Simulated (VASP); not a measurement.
Si32HC32 (a cell with a defect), 65 atoms in the cell. The cell holds a defect, 65 atoms: a = 8.714 Å, b = 8.714 Å, c = 8.714 Å, α = 90.00°, β = 90.00°, γ = 90.00°. 

```yaml
Program: VASP 6.6.1
Task: single point
Functional: PBEsol
Potentials_or_basis: VASP PAW PBE potentials, release 64 (Si, C, H)
Cutoff: 520 eV
k_mesh: 1 × 1 × 1, shifted
Occupations: fermi-dirac, width 0.05 eV
Spin: no spin polarisation
Dipole_correction: no
Charge: -1
Further_INCAR_settings: LREAL = Auto; ALGO = Normal; EDIFF = 1e-06; NBANDS = 166; ISYM = 0; NELECT = 258.0
```

Potentials or basis: VASP PAW PBE potentials, release 64 (Si, C, H).

The run is started by

```sh
$ cat potpaw_PBE.64/Si/POTCAR potpaw_PBE.64/C/POTCAR potpaw_PBE.64/H/POTCAR > POTCAR
$ mpirun -np 1 vasp_std > vasp.out
```

Hardware: 1 thread of AMD EPYC 7R43 64-Core Processor (Zen 3), on a shared host.

**Question.** How long does it take, and how much memory?

**Answer.** Wall time 18 min on 1 thread of AMD EPYC 7R43 64-Core Processor (Zen 3), with other jobs on the host, peak memory 0.8 GiB. Counts: scf iterations 15, k points 4.
